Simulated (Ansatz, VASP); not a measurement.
## One calculation of Ca4AlO, two programs

```
CELL_PARAMETERS angstrom
0.00000 3.94297 3.94297
3.94297 0.00000 3.94297
3.94297 3.94297 0.00000
ATOMIC_POSITIONS crystal
Ca 0.87565 0.37478 0.37478
Ca 0.37478 0.37478 0.87565
Ca 0.37478 0.37478 0.37478
Ca 0.37478 0.87565 0.37478
Al 0.75000 0.75000 0.75000
O 0.00000 0.00000 0.00000
```

Change from the starting cell: species swapped into the TbMgCo4 type (F-43m, No. 216).

Alike in both runs: task relaxation of cell and atoms; functional PBE; k mesh 4 × 4 × 4; occupations gaussian, width 0.1 eV; no spin polarisation.

|  | VASP | Ansatz |
| --- | --- | --- |
| version | VASP 6.6.1 | Ansatz 0.2.0 |
| potentials or method | VASP PAW PBE potentials, release 64 (Ca_sv, Al, O), cutoff 600 eV | scalar-relativistic, plane waves, PAW |
| valence electrons in the cell | 49 | 49 |

```tsv
	VASP	Ansatz	Ansatz less VASP
gap on the k mesh at the Fermi level, each at its own relaxed structure (eV)	none	none	-
relaxed volume (Å³/atom)	31.11	31.29	+0.186
relaxed cell length with the largest relative difference (Å)	6.415	6.427	+0.0127
```

A gap of «none» marks a metal or a gap that the smearing closes.

Noted on VASP's run: the volume moved by over 15 % at a fixed basis, so the end points are rough.
